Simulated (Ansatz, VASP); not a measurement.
LiPbF3: VASP beside Ansatz

File INCAR:

```
SYSTEM = LiPbF3
PREC     = Accurate       ! precision mode
ENCUT    = 600            ! plane-wave cutoff, eV
EDIFF    = 1E-7           ! SCF threshold, eV
ISMEAR   = 0              ! smearing method
SIGMA    = 0.01           ! smearing width, eV
LREAL    = .False.        ! projectors in reciprocal space
LASPH    = .True.         ! aspherical terms in the spheres
NELM     = 100            ! most SCF steps
ALGO     = Normal         ! electronic algorithm
ISIF     = 3              ! what is computed and relaxed
LWAVE    = .False.        ! write WAVECAR
LCHARG   = .False.        ! write CHGCAR
GGA      = PE             ! functional
IBRION   = 2              ! ionic algorithm
NSW      = 80             ! ionic steps
EDIFFG   = -0.001         ! ionic threshold
```

Contents of KPOINTS:

```
Automatic mesh
0
Gamma
  6 6 6
  0 0 0
```

Contents of POSCAR:

```
LiPbF3
1.0
    3.9305451309      0.0000000000      0.0000000000
    0.0000000000      3.9305451309      0.0000000000
    0.0000000000      0.0000000000      3.9305451309
Li Pb F
1 1 3
Direct
    0.0000000000      0.0000000000      0.0000000000
    0.5000000000      0.5000000000      0.5000000000
    0.5000000000      0.0000000000      0.0000000000
    0.0000000000      0.5000000000      0.0000000000
    0.0000000000      0.0000000000      0.5000000000
```

Input for Ansatz:

```yaml
crystal:
  lattice:
    - [3.9305451309, 0.0, 0.0]
    - [0.0, 3.9305451309, 0.0]
    - [0.0, 0.0, 3.9305451309]
  atoms:
    - { symbol: Li, position: [0.0, 0.0, 0.0] }
    - { symbol: Pb, position: [0.5, 0.5, 0.5] }
    - { symbol: F, position: [0.5, 0.0, 0.0] }
    - { symbol: F, position: [0.0, 0.5, 0.0] }
    - { symbol: F, position: [0.0, 0.0, 0.5] }
basis:
  ecutwfc: 420
kpoints:
  mp_grid: { grid: [6, 6, 6] }
hamiltonian:
  xc: pbe
scf:
  occupations: { method: fixed }
output:
  forces: true
  stress: true
  eigenvalues: true
relax:
  adjacent_minimum: "off"
  f_tol: 0.001
  max_steps: 60
  cell: { stress_tol: 0.01 }
```

Alike in both runs: task relaxation of cell and atoms; functional PBE; k mesh 6 × 6 × 6; no spin polarisation.

|  | VASP | Ansatz |
| --- | --- | --- |
| version | VASP 6.6.1 | Ansatz 0.2.0 |
| potentials or method | VASP PAW PBE potentials, release 64 (Li_sv, Pb_d, F), cutoff 600 eV | scalar-relativistic, plane waves, PAW |
| occupations | gaussian, width 0.01 eV | fixed |
| valence electrons in the cell | 38 | 38 |

|  | VASP | Ansatz | Ansatz less VASP |
| --- | --- | --- | --- |
| gap on the k mesh at the Fermi level, each at its own relaxed structure (eV) | 3.89 | 3.89 | +0.001 |
| relaxed volume (Å³/atom) | 12.08 | 12.14 | +0.068 |
| relaxed cell length with the largest relative difference (Å) | 3.923 | 3.930 | +0.0073 |

Neither program's run includes spin-orbit coupling. Noted on VASP's run: the cutoff is short for stress, so the pressure is rough.
